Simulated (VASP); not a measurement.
Input of a VASP 6.6.1 run:

The input INCAR:

```
ALGO = Normal
EDIFF = 1E-6
ENCUT = 520
GGA = PS
ISIF = 2
ISMEAR = 0
LASPH = True
LCHARG = False
LREAL = False
LWAVE = False
NBANDS = 22
NELM = 80
PREC = Accurate
SIGMA = 0.15
```

The input KPOINTS:

```
k-points
0
Gamma
  8 8 8
```

File POSCAR:

```
InSb3
1.0
    4.6338930603     -0.1104095949     -0.1104095949
   -0.1104095949      4.6338930603     -0.1104095949
   -0.1104095949     -0.1104095949      4.6338930603
In Sb
1 3
Direct
    0.0000000000      0.0000000000      0.0000000000
    0.5000000000      0.0000000000      0.5000000000
    0.0000000000      0.5000000000      0.5000000000
    0.5000000000      0.5000000000      0.0000000000
```

Potentials or basis: VASP PAW PBE potentials, release 64 (In_d, Sb).

Command:

```console
$ cat potpaw_PBE.64/In_d/POTCAR potpaw_PBE.64/Sb/POTCAR > POTCAR
$ mpirun -np 1 vasp_std > vasp.out
```

(1) What does it give for the band gap on the k mesh?

(2) Estimate the pressure.

Answers

(1) zero (bands 14 and 15 overlap by 4.75 eV).

(2) 4.5 GPa.

Caveat: the cell stands under pressure; the PAW data sets were made with another functional, which shifts forces and pressure a little; spin-orbit coupling is left out, which moves the levels of the heavy elements.
